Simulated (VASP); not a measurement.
Runs of VASP 6.6.1 on InH. The structure is that of space group F-43m (No. 216), or close to it. The cells are those of the table. The cell was built from a structure type or drawn by symmetry, and may not be a known phase.

```csv
task,cell,k mesh,cutoff (eV),gap on the mesh (eV),pressure (GPa)
single point,"a = 3.690 Å, angles 60.0°, 2 atoms",18 × 18 × 18,520,none,-0.1
relaxation of cell and atoms,"relaxed from a = 3.780 Å, angles 60.0°, 2 atoms",18 × 18 × 18,600,none,0.0
single point,"a = 3.780 Å, angles 60.0°, 2 atoms",6 × 6 × 6,520,none,(a)
relaxation of cell and atoms,"relaxed from a = 3.690 Å, angles 60.0°, 2 atoms",18 × 18 × 18,600,none,0.0
```

Alike in all rows: level PBE; potentials or basis VASP PAW PBE potentials, release 64 (In_d, H); no spin polarisation; smearing gaussian 0.1 eV.

Task: Estimate the missing entries.

Result: (a) -1.0.

Caveats: spin-orbit coupling is left out, which moves the levels of the heavy elements; the relaxation stopped at its first step, so nothing moved (at least some runs).

A k mesh can miss the band edges, and the runs leave out spin-orbit coupling on In.

A gap of «none» marks levels without a gap at the run's occupations.
